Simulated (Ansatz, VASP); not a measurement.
# Two plane-wave programs on MgO

Contents of POSCAR:

```
MgO
1.0
    3.4841042127      0.0000000000      0.0000000000
   -1.7420521064      3.0173227576      0.0000000000
    0.0000000000      0.0000000000      4.1856875957
Mg O
2 2
Direct
    0.6666666667      0.3333333333      0.7500000000
    0.3333333333      0.6666666667      0.2500000000
    0.6752444380      0.3098984264      0.2500000000
    0.3333333333      0.6666666667      0.7500000000
```

File INCAR.step1:

```
SYSTEM = MgO
ALGO = Normal ; EDIFF = 1E-4
ENCUT = 520 ; GGA = PE
ISMEAR = 0 ; LASPH = .True.
LCHARG = .False. ; LREAL = .False.
LWAVE = .True. ; NBANDS = 16
NELM = 100 ; PREC = Accurate
SIGMA = 0.05
```

The input INCAR.step2:

```
SYSTEM = MgO
ALGO = Normal ; EDIFF = 1E-7
ENCUT = 520 ; ISIF = 2
ISMEAR = 0 ; ISTART = 1
LASPH = .True. ; LCHARG = .False.
LMIXTAU = .True. ; LREAL = .False.
LWAVE = .False. ; METAGGA = R2SCAN
NBANDS = 16 ; NELM = 100
PREC = Accurate ; SIGMA = 0.05
```

The input KPOINTS:

```
k-points
0
Gamma
  6 6 6
  0 0 0
```

Input for Ansatz:

```yaml
crystal:
  lattice:
    - [3.4841042127, 0.0, 0.0]
    - [-1.7420521064, 3.0173227576, 0.0]
    - [0.0, 0.0, 4.1856875957]
  atoms:
    - { symbol: Mg, position: [0.6666666667, 0.3333333333, 0.75] }
    - { symbol: Mg, position: [0.3333333333, 0.6666666667, 0.25] }
    - { symbol: O, position: [0.675244438, 0.3098984264, 0.25] }
    - { symbol: O, position: [0.3333333333, 0.6666666667, 0.75] }
basis:
  ecutwfc: 500
kpoints:
  mp_grid: { grid: [6, 6, 6] }
hamiltonian:
  xc: r2scan
scf:
  occupations: { method: gaussian, width: 0.05 }
output:
  forces: true
  stress: true
  eigenvalues: true
```

Alike in both runs: task single point; functional r2SCAN; k mesh 6 × 6 × 6; occupations gaussian, width 0.05 eV; no spin polarisation.

|  | VASP | Ansatz |
| --- | --- | --- |
| version | VASP 6.6.1 | Ansatz 0.2.0 |
| potentials or method | VASP PAW PBE potentials, release 64 (Mg, O), cutoff 520 eV | scalar-relativistic, plane waves, PAW |
| valence electrons in the cell | 16 | 32 |

|  | VASP | Ansatz | Ansatz less VASP |
| --- | --- | --- | --- |
| gap on the k mesh at the Fermi level (eV) | 4.06 | 4.07 | +0.014 |
| least direct gap on the mesh (eV) | 4.06 | 4.07 | +0.014 |
| pressure (GPa) | -0.3 | 0.5 | +0.79 |
| traceless stress, the component that is largest in VASP (GPa) | 2.72 | 2.59 | -0.128 |
| rms of the force components (eV/Å) | 0.359 | 0.356 | -0.0038 |

VASP's potentials were made for PBE, not for r2SCAN. Atom by atom the forces differ by 0.004 eV/Å (rms over components). The functional is the same, so the differences come from potentials, cutoffs and numerics. VASP's potentials hold 16 valence electrons a cell and Ansatz's 32, so a difference there can come from the potentials and not from the codes.
